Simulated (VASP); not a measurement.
# Ge (I4_1/amd) in VASP: further runs

The runs below take Ge through single point, with r2SCAN.

All numbers are computed with VASP 6.6.1; they aren't measurements. Logs are shortened: lines on timing, memory, paths and dates and some standing lists are left out, and cuts for length are marked.

**1. The cell of the first run**

It takes space group I4_1/amd (No. 141, tetragonal). The conventional cell has a = 4.223 Å, b = 4.223 Å, c = 5.077 Å, α = 90.00°, β = 90.00°, γ = 90.00°. Within 3.3 Å of Ge (site symmetry -4m2) lie 4 Ge at 2.46 Å.

**2. Single point, r2SCAN**

Contents of POSCAR:

```
Ge
1.0
    0.0000000000      2.9862396827      2.5383037303
    2.9862396827      0.0000000000      2.5383037303
    2.9862396827      2.9862396827      0.0000000000
Ge
2
Direct
    0.5000000000      0.5000000000      0.5000000000
    0.7500000000      0.7500000000      0.7500000000
```

Contents of INCAR.step1:

```
ALGO = Normal
EDIFF = 1E-4
ENCUT = 520
GGA = PE
ISMEAR = 0
LASPH = True
LCHARG = False
LREAL = False
LWAVE = True
NBANDS = 21
NELM = 80
PREC = Accurate
SIGMA = 0.05
```

Contents of INCAR.step2:

```
ALGO = Normal
EDIFF = 1E-6
ENCUT = 520
ISIF = 2
ISMEAR = 0
ISTART = 1
LASPH = True
LCHARG = False
LMIXTAU = True
LREAL = False
LWAVE = False
METAGGA = R2SCAN
NBANDS = 21
NELM = 80
PREC = Accurate
SIGMA = 0.05
```

Contents of KPOINTS:

```
k-points
0
Gamma
  12 12 12
```

Potentials or basis: VASP PAW PBE potentials, release 64 (Ge_d).

Started as:

```console
> cat potpaw_PBE.64/Ge_d/POTCAR > POTCAR
> cp INCAR.step1 INCAR
> mpirun -np 1 vasp_std > vasp.out
> cp INCAR.step2 INCAR
> mpirun -np 1 vasp_std > vasp.out
```

OUTCAR:

```text
EDIFF = 1E-6
   ENCUT = 520
   ISIF = 2
   ISMEAR = 0
   ISTART = 1
   LASPH = True
   LREAL = False
   METAGGA = R2SCAN
   NELM = 80
   PREC = Accurate

 ion  position               nearest neighbor table
   1  0.500  0.500  0.500-   2 2.46   2 2.46   2 2.46   2 2.46
   2  0.750  0.750  0.750-   1 2.46   1 2.46   1 2.46   1 2.46

  LATTYP: Found a body centered tetragonal cell.
 ALAT       =     4.2231806598
 C/A-ratio  =     1.2020815280

  Lattice vectors:

 A1 = (   0.0000000000,  -2.9862396827,  -2.5383037303)
 A2 = (   0.0000000000,   2.9862396827,  -2.5383037303)
 A3 = (   2.9862396827,   0.0000000000,   2.5383037303)

Analysis of symmetry for initial positions (statically):
=====================================================================
 Subroutine PRICEL returns:
 Original cell was already a primitive cell.

 Routine SETGRP: Setting up the symmetry group for a
 body centered tetragonal supercell.

 Subroutine GETGRP returns: Found 16 space group operations
 (whereof  8 operations were pure point group operations)
 out of a pool of 16 trial point group operations.

The static configuration has the point symmetry D_2d.
 The point group associated with its full space group is D_4h.

Analysis of symmetry for dynamics (positions and initial velocities):
=====================================================================
 Subroutine PRICEL returns:
 Original cell was already a primitive cell.

 Routine SETGRP: Setting up the symmetry group for a
 body centered tetragonal supercell.

 Subroutine GETGRP returns: Found 16 space group operations
 (whereof  8 operations were pure point group operations)
 out of a pool of 16 trial point group operations.

The dynamic configuration has the point symmetry D_2d.
 The point group associated with its full space group is D_4h.

 Subroutine INISYM returns: Found 16 space group operations
 (whereof  8 operations are pure point group operations),
 and found     1 'primitive' translations

----------------------------------------------------------------------------------------

                                     Primitive cell

  volume of cell :      45.2713

  direct lattice vectors                    reciprocal lattice vectors
[... 76 lines left out ...]
   NGXF,Y,Z  is equivalent  to a cutoff of  25.45, 25.45, 25.19 a.u.
 SYSTEM =  unknown system
   PREC   = accura    normal or accurate (medium, high low for compatibility)
   ISTART =      1    job   : 0-new  1-cont  2-samecut
   ICHARG =      0    charge: 1-file 2-atom 10-const
   ISPIN  =      1    spin polarized calculation?
   LNONCOLLINEAR =      F non collinear calculations
   LSORBIT =      F    spin-orbit coupling
   LASPH  =      T    aspherical Exc in radial PAW
   ENCUT  =  520.0 eV  38.22 Ry    6.18 a.u.   7.29  7.29  7.85*2*pi/ulx,y,z
   NELM   =     80;   NELMIN=  2; NELMDL=  0     # of ELM steps
   EDIFF  = 0.1E-05   stopping-criterion for ELM
   LREAL  =      F    real-space projection
   EDIFFG = 0.1E-04   stopping-criterion for IOM
   NSW    =      0    number of steps for IOM
   IBRION =     -1    ionic relax: 0-MD 1-quasi-New 2-CG
   NFREE  =      0    steps in history (QN), initial steepest desc. (CG)
   ISIF   =      2    stress and relaxation
   ISYM   =      2    0-nonsym 1-usesym 2-fastsym
   POTIM  = 0.5000    time-step for ionic-motion
   TEBEG  =    0.0;   TEEND  =   0.0 temperature during run
   PSTRESS=    0.0 pullay stress
   NELECT =      28.0000    total number of electrons
   NUPDOWN=      -1.0000    fix difference up-down
   EMIN   =  10.00;   EMAX   =-10.00  energy-range for DOS
   EFERMI =   0.00;   METHOD = LEGACY
   ISMEAR =     0;   SIGMA  =   0.05  broadening in eV -4-tet -1-fermi 0-gaus
   EFERMI_NEDOS =   21; number of points for ismear=-14 and -15
   IALGO  =     38    algorithm
   IMIX   =      4    mixing-type and parameters
     AMIX     =   0.40;   BMIX     =  1.00
     AMIX_MAG =   1.60;   BMIX_MAG =  1.00
  volume/ion in A,a.u.               =      22.64       152.75
  Fermi-wavevector in a.u.,A,eV,Ry     =   1.394825  2.635838 26.470653  1.945538
  Thomas-Fermi vector in A             =   2.518337
   LORBIT       =      0    0 simple, 1 ext, 2 COOP (PROOUT), +10 PAW based schemes
   METAGGA = R2SCAN    functional components
   LHFCALC =     F    Hartree Fock is set to
   AEXX    =    0.0000 exact exchange contribution
   IVDW    =     0    specifies the selected vdW correction
   LEPSILON=     F    determine dielectric tensor
   LRPA    =     F    only Hartree local field effects (RPA)
 non-spin polarized calculation
 Gauss-broadening in eV      SIGMA  =   0.05
  energy-cutoff  :      520.00
  volume of cell :       45.27
 maximum number of plane-waves:      1232
 NGX is ok and might be reduce to    30

 number of electron      28.0000003 magnetization

 Free energy of the ion-electron system (eV)
  ---------------------------------------------------
  ext. energy  EPLUGINS =         0.00000000
  ---------------------------------------------------
  free energy    TOTEN  =       -27.58122164 eV

  energy without entropy =      -27.58092000  energy(sigma->0) =      -27.58107082

 E-fermi :   4.8684     XC(G=0): -10.8467

 val. band max:        4.8478348140   @ k =  -0.0833   0.0000   0.0833
 cond. band min:       4.9203416779   @ k =   0.4167  -0.0000   0.0000
 fundamental gap:      0.0725068638
 Fermi energy:         4.8683849272

 k-point     1 :       0.0000    0.0000    0.0000
  band No.  band energies     occupation
      1     -20.7217      2.00000
      2     -20.6762      2.00000
      3     -20.6762      2.00000
      4     -20.6627      2.00000
      5     -20.6432      2.00000
      6     -20.4731      2.00000
[... 565 lines left out ...]
     20      15.4625      0.00000
     21      16.8184      0.00000

 [... further k-points ...]
[... 5 lines left out ...]
  --------------------------------------------------------------------------------------
  -------------------------------------------------------------------------------------
  Total       -0.7574470     -0.7574470      1.7760245      0.0000000      0.0000000     -0.0000000
  in kB      -26.8064867    -26.8064867     62.8545367      0.0000000      0.0000000     -0.0000000
  external PRESSURE =       3.0805211 kB  Pullay stress =       0.0000000 kB

 VOLUME and BASIS-vectors are now :
 -----------------------------------------------------------------------------
  energy-cutoff  :      520.00
  volume of cell :       45.27
      direct lattice vectors                 reciprocal lattice vectors
     0.000000000  2.986239683  2.538303730    -0.167434651  0.167434651  0.196981943
     2.986239683  0.000000000  2.538303730     0.167434651 -0.167434651  0.196981943
     2.986239683  2.986239683  0.000000000     0.167434651  0.167434651 -0.196981943

 POSITION                                       TOTAL-FORCE (eV/Angst)
 -----------------------------------------------------------------------------------
      2.98624      2.98624      2.53830        -0.000000     -0.000000      0.000000
      4.47936      4.47936      3.80746         0.000000      0.000000      0.000000
 -----------------------------------------------------------------------------------
    total drift:                                0.000000     -0.000000     -0.000000

  FREE ENERGIE OF THE ION-ELECTRON SYSTEM (eV)
  ---------------------------------------------------
  free  energy   TOTEN  =       -27.5812216429 eV

  energy  without entropy=      -27.5809200008  energy(sigma->0) =      -27.58107082
```

Run time: 15 min. Hardware: 1 thread of Intel Xeon 8259CL, shared host; peak memory 0.26 GiB.

Results:

| Quantity | Value |
| --- | --- |
| Free energy | -27.5812 eV |
| Pressure | 0.3 GPa |
| Band gap on the k mesh | zero (band 14 reaches 5.03 eV, above the bottom of band 15 at 4.58 eV) |

Levels at points of the mesh, in eV from the Fermi level:
| k point | band 11 | band 12 | band 13 | band 14 | band 15 | band 16 | band 17 | band 18 |
| --- | --- | --- | --- | --- | --- | --- | --- | --- |
| (0.00, 0.00, 0.00) | -13.32 | -0.43 | -0.43 | 0.13 | 0.69 | 2.20 | 3.10 | 3.10 |
| (0.50, 0.00, 0.00) | -11.10 | -7.90 | -2.18 | -0.89 | -0.03 | 3.47 | 4.84 | 7.99 |
| (0.50, 0.50, 0.00) | -8.72 | -8.72 | -3.97 | -3.97 | 0.12 | 0.12 | 10.04 | 10.04 |
| (0.50, 0.00, 0.50) | -9.50 | -9.50 | -2.78 | -2.78 | 1.45 | 1.45 | 8.86 | 8.86 |

Caveat: the PAW data sets were made with another functional, which shifts forces and pressure a little.

**3. Single point, r2SCAN**

This run uses another cell than the first one, of the same volume but with other edges.

Contents of POSCAR:

```
Ge
1.0
    0.0000000000      2.6619744874      3.1943693849
    2.6619744874      0.0000000000      3.1943693849
    2.6619744874      2.6619744874      0.0000000000
Ge
2
Direct
    0.5000000000      0.5000000000      0.5000000000
    0.7500000000      0.7500000000      0.7500000000
```

Contents of INCAR.step1:

```
SYSTEM = Ge
PREC     = Accurate       ! precision mode
ENCUT    = 520            ! plane-wave cutoff, eV
ISMEAR   = 0              ! smearing method
SIGMA    = 0.05           ! smearing width, eV
LREAL    = .False.        ! projectors in reciprocal space
LASPH    = .True.         ! aspherical terms in the spheres
NELM     = 80             ! most SCF steps
NBANDS   = 21             ! bands
GGA      = PE             ! functional
ALGO     = Normal         ! electronic algorithm
EDIFF    = 1E-4           ! SCF threshold, eV
LWAVE    = .True.         ! write WAVECAR
LCHARG   = .False.        ! write CHGCAR
```

Contents of INCAR.step2:

```
SYSTEM = Ge
PREC     = Accurate       ! precision mode
ENCUT    = 520            ! plane-wave cutoff, eV
EDIFF    = 1E-6           ! SCF threshold, eV
ISMEAR   = 0              ! smearing method
SIGMA    = 0.05           ! smearing width, eV
LREAL    = .False.        ! projectors in reciprocal space
LASPH    = .True.         ! aspherical terms in the spheres
NELM     = 80             ! most SCF steps
ALGO     = Normal         ! electronic algorithm
ISIF     = 2              ! what is computed and relaxed
LWAVE    = .False.        ! write WAVECAR
LCHARG   = .False.        ! write CHGCAR
METAGGA  = R2SCAN         ! meta-GGA
LMIXTAU  = .True.       
NBANDS   = 21             ! bands
ISTART   = 1
```

Contents of KPOINTS:

```
Automatic mesh
0
Gamma
  12 12 12
  0 0 0
```

Potentials or basis: VASP PAW PBE potentials, release 64 (Ge_d).

Started as:

```console
> cat potpaw_PBE.64/Ge_d/POTCAR > POTCAR
> cp INCAR.step1 INCAR
> mpirun -np 1 vasp_std > vasp.out
> cp INCAR.step2 INCAR
> mpirun -np 1 vasp_std > vasp.out
```

OUTCAR:

```text
SYSTEM = Ge
   PREC = Accurate
   ENCUT = 520
   EDIFF = 1E-6
   ISMEAR = 0
   LREAL = .False.
   LASPH = .True.
   NELM = 80
   ISIF = 2
   METAGGA = R2SCAN
   ISTART = 1

 ion  position               nearest neighbor table
   1  0.500  0.500  0.500-   2 2.47   2 2.47   2 2.47   2 2.47
   2  0.750  0.750  0.750-   1 2.47   1 2.47   1 2.47   1 2.47

  LATTYP: Found a body centered tetragonal cell.
 ALAT       =     3.7646004228
 C/A-ratio  =     1.6970562749

  Lattice vectors:

 A1 = (  -2.6619744874,   0.0000000000,   3.1943693849)
 A2 = (   2.6619744874,   0.0000000000,   3.1943693849)
 A3 = (   0.0000000000,   2.6619744874,  -3.1943693849)

Analysis of symmetry for initial positions (statically):
=====================================================================
 Subroutine PRICEL returns:
 Original cell was already a primitive cell.

 Routine SETGRP: Setting up the symmetry group for a
 body centered tetragonal supercell.

 Subroutine GETGRP returns: Found 16 space group operations
 (whereof  8 operations were pure point group operations)
 out of a pool of 16 trial point group operations.

The static configuration has the point symmetry D_2d.
 The point group associated with its full space group is D_4h.

Analysis of symmetry for dynamics (positions and initial velocities):
=====================================================================
 Subroutine PRICEL returns:
 Original cell was already a primitive cell.

 Routine SETGRP: Setting up the symmetry group for a
 body centered tetragonal supercell.

 Subroutine GETGRP returns: Found 16 space group operations
 (whereof  8 operations were pure point group operations)
 out of a pool of 16 trial point group operations.

The dynamic configuration has the point symmetry D_2d.
 The point group associated with its full space group is D_4h.

 Subroutine INISYM returns: Found 16 space group operations
[... 106 lines left out ...]
   TEBEG  =    0.0;   TEEND  =   0.0 temperature during run
   PSTRESS=    0.0 pullay stress
   NELECT =      28.0000    total number of electrons
   NUPDOWN=      -1.0000    fix difference up-down
   EMIN   =  10.00;   EMAX   =-10.00  energy-range for DOS
   EFERMI =   0.00;   METHOD = LEGACY
   ISMEAR =     0;   SIGMA  =   0.05  broadening in eV -4-tet -1-fermi 0-gaus
   EFERMI_NEDOS =   21; number of points for ismear=-14 and -15
   IALGO  =     38    algorithm
   IMIX   =      4    mixing-type and parameters
     AMIX     =   0.40;   BMIX     =  1.00
     AMIX_MAG =   1.60;   BMIX_MAG =  1.00
  volume/ion in A,a.u.               =      22.64       152.75
  Fermi-wavevector in a.u.,A,eV,Ry     =   1.394825  2.635838 26.470653  1.945538
  Thomas-Fermi vector in A             =   2.518337
   LORBIT       =      0    0 simple, 1 ext, 2 COOP (PROOUT), +10 PAW based schemes
   METAGGA = R2SCAN    functional components
   LHFCALC =     F    Hartree Fock is set to
   AEXX    =    0.0000 exact exchange contribution
   IVDW    =     0    specifies the selected vdW correction
   LEPSILON=     F    determine dielectric tensor
   LRPA    =     F    only Hartree local field effects (RPA)
 non-spin polarized calculation
 Gauss-broadening in eV      SIGMA  =   0.05
  energy-cutoff  :      520.00
  volume of cell :       45.27
 maximum number of plane-waves:      1232
   NGX = 15   NGY = 15   NGZ = 13

 number of electron      28.0000002 magnetization

 Free energy of the ion-electron system (eV)
  ---------------------------------------------------
  ext. energy  EPLUGINS =         0.00000000
  ---------------------------------------------------
  free energy    TOTEN  =       -27.44861208 eV

  energy without entropy =      -27.44849435  energy(sigma->0) =      -27.44855321

 E-fermi :   5.0626     XC(G=0): -10.8499

 val. band max:        5.0265475826   @ k =  -0.1667   0.1667   0.0000
 cond. band min:       5.0692366387   @ k =   0.4167   0.0000   0.4167
 fundamental gap:      0.0426890561
 Fermi energy:         5.0625930782

 k-point     1 :       0.0000    0.0000    0.0000
  band No.  band energies     occupation
      1     -20.6837      2.00000
      2     -20.6836      2.00000
      3     -20.6469      2.00000
      4     -20.6394      2.00000
      5     -20.6263      2.00000
      6     -20.4800      2.00000
[... 565 lines left out ...]
     20      15.0843      0.00000
     21      16.2535      0.00000

 [... further k-points ...]
[... 5 lines left out ...]
  --------------------------------------------------------------------------------------
  -------------------------------------------------------------------------------------
  Total        1.9220548      1.9220548     -3.0465183      0.0000000     -0.0000000      0.0000000
  in kB       68.0226347     68.0226347   -107.8180486      0.0000000     -0.0000000      0.0000000
  external PRESSURE =       9.4090736 kB  Pullay stress =       0.0000000 kB

 VOLUME and BASIS-vectors are now :
 -----------------------------------------------------------------------------
  energy-cutoff  :      520.00
  volume of cell :       45.27
      direct lattice vectors                 reciprocal lattice vectors
     0.000000000  2.661974487  3.194369385    -0.187830500  0.187830500  0.156525417
     2.661974487  0.000000000  3.194369385     0.187830500 -0.187830500  0.156525417
     2.661974487  2.661974487  0.000000000     0.187830500  0.187830500 -0.156525417

 POSITION                                       TOTAL-FORCE (eV/Angst)
 -----------------------------------------------------------------------------------
      2.66197      2.66197      3.19437         0.000000     -0.000000     -0.000000
      3.99296      3.99296      4.79155        -0.000000      0.000000      0.000000
 -----------------------------------------------------------------------------------
    total drift:                               -0.000000     -0.000000      0.000000

  FREE ENERGIE OF THE ION-ELECTRON SYSTEM (eV)
  ---------------------------------------------------
  free  energy   TOTEN  =       -27.4486120787 eV

  energy  without entropy=      -27.4484943487  energy(sigma->0) =      -27.44855321
```

Wall time 10 min (1 thread of Intel Xeon 8259CL, shared host); peak memory 0.26 GiB.

Results:

| Property | Result |
| --- | --- |
| Free energy | -27.4486 eV |
| Pressure | 0.9 GPa |
| Band gap on the k mesh | zero (band 14 reaches 5.43 eV, above the bottom of band 15 at 4.63 eV) |

Stress tensor (GPa, compression positive):
```
  6.80   0.00   0.00
  0.00   6.80   0.00
  0.00   0.00 -10.78
```

Levels at points of the mesh, in eV from the Fermi level:
| k point | band 12 | band 13 | band 14 | band 15 | band 16 | band 17 |
| --- | --- | --- | --- | --- | --- | --- |
| (0.00, 0.00, 0.00) | -1.43 | -0.28 | 0.37 | 0.37 | 2.32 | 2.32 |
| (0.50, 0.00, 0.00) | -8.08 | -2.60 | -0.71 | -0.44 | 4.00 | 4.35 |
| (0.50, 0.50, 0.00) | -10.04 | -2.46 | -2.46 | 1.89 | 1.89 | 9.50 |
| (0.50, 0.00, 0.50) | -9.08 | -3.77 | -3.77 | 0.27 | 0.27 | 8.37 |

Caveat: the PAW data sets were made with another functional, which shifts forces and pressure a little.
